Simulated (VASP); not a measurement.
Co, 2 atoms in the cell. The structure is hexagonal, space group P6_3/mmc (No. 194). Conventional cell: a = 2.486 Å, b = 2.486 Å, c = 4.036 Å, α = 90.00°, β = 90.00°, γ = 120.00°. Co (site symmetry -6m2) has 12 Co at 2.48 to 2.49 Å within 3.3 Å. 

```yaml
Program: VASP 6.6.1
Task: single point
Functional: PBE
Potentials_or_basis: VASP PAW PBE potentials, release 64 (Co)
Cutoff: 520 eV
k_mesh: 13 × 13 × 7
Occupations: gaussian, width 0.1 eV
Spin: collinear spin, ferromagnetic start
Starting_moments: "[2.5, 2.5] μB"
Dipole_correction: no
Further_INCAR_settings: ALGO = Normal; EDIFF = 1e-06; NBANDS = 20
```

Potentials or basis: VASP PAW PBE potentials, release 64 (Co).

The run is started by

```sh
$ cat potpaw_PBE.64/Co/POTCAR > POTCAR
$ mpirun -np 1 vasp_std > vasp.out
```

Hardware: 1 thread of Intel(R) Xeon(R) Platinum 8488C (Sapphire Rapids) (shared host).

Task: How long does it take, and how much memory?

Result: Run time: 39 s on 1 thread of Intel(R) Xeon(R) Platinum 8488C (Sapphire Rapids) (shared host), peak memory 0.17 GiB. Counts: scf iterations 13, k points 84.
